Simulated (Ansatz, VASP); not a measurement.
One calculation of LiF, two programs

```
Li F
1.0
     0.00000    1.85288    2.17512
     1.85288    0.00000    2.17512
     1.85288    1.85288    0.00000
Li F
1 1
Direct
  0.00000 0.00000 0.00000
  0.50000 0.50000 0.50000
```

Change from the starting cell: strain -0.080 along x and y, +0.080 along z, atoms carried along.

Alike in both runs: task single point; functional PBE; k mesh 10 × 10 × 10; occupations gaussian, width 0.05 eV; no spin polarisation.

|  | VASP | Ansatz |
| --- | --- | --- |
| version | VASP 6.6.1 | Ansatz 0.2.0 |
| potentials or method | VASP PAW PBE potentials, release 64 (Li_sv, F), cutoff 520 eV | scalar-relativistic, plane waves, PAW |
| valence electrons in the cell | 10 | 10 |

|  | VASP | Ansatz | Ansatz less VASP |
| --- | --- | --- | --- |
| gap on the k mesh at the Fermi level (eV) | 9.69 | 9.69 | +0.005 |
| least direct gap on the mesh (eV) | 9.69 | 9.69 | +0.005 |

Noted on VASP's run: the cutoff is short for stress, so the pressure is rough.
